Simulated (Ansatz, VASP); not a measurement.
# Two plane-wave programs on ScS4

```
Sc S
1.0
     5.24902    0.00000    0.00000
    -2.62451    4.54578    0.00000
     0.00000    0.00000    4.98503
Sc S
1 4
Direct
  0.00000 0.00000 0.00000
  0.50000 0.00000 0.00000
  0.00000 0.50000 0.00000
  0.50000 0.50000 0.00000
  0.00000 0.00000 0.50000
```

Alike in both runs: functional PBE; k mesh 6 × 6 × 4; occupations gaussian, width 0.1 eV; no spin polarisation.

Ansatz relaxed the structure, and its values are those at the end. VASP's run is a single point on that final structure, the one shown.

```csv
,VASP,Ansatz
version,VASP 6.6.1,Ansatz 0.2.0
potentials or method,"VASP PAW PBE potentials, release 64 (Sc_sv, S), cutoff 520 eV","scalar-relativistic, plane waves, PAW"
valence electrons in the cell,35,35
```

|  | VASP | Ansatz | Ansatz less VASP |
| --- | --- | --- | --- |
| gap on the k mesh at the Fermi level (eV) | none | none | - |
| pressure (GPa) | 0.1 | 0.1 | -0.06 |

A gap of «none» marks a metal or a gap that the smearing closes.
